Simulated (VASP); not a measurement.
Runs of VASP 6.6.1 on KF. The structure is that of space group Fm-3m (No. 225), or close to it. The cells are those of the table. 

```tsv
cell	gap on the mesh (eV)	pressure (GPa)
a = 3.883 Å, angles 60.0°, 2 atoms	5.76	-1.0
a = 3.802 Å, angles 60.0°, 2 atoms	6.07	0.8
a = 3.793 Å, angles 60.0°, 2 atoms	6.10	1.0
a = 3.833 Å, angles 60.0°, 2 atoms	5.95	(b)
a = 3.781 Å, angles 60.0°, 2 atoms	6.16	(a)
```

Alike in all rows: task single point; level PBE; potentials or basis VASP PAW PBE potentials, release 64 (K_sv, F); no spin polarisation; k mesh 12 × 12 × 12; cutoff (eV) 520; smearing gaussian 0.05 eV.

Question: Fill in the values left out.

Answer: (a) 1.3; (b) 0.0.

A k mesh can miss the band edges.
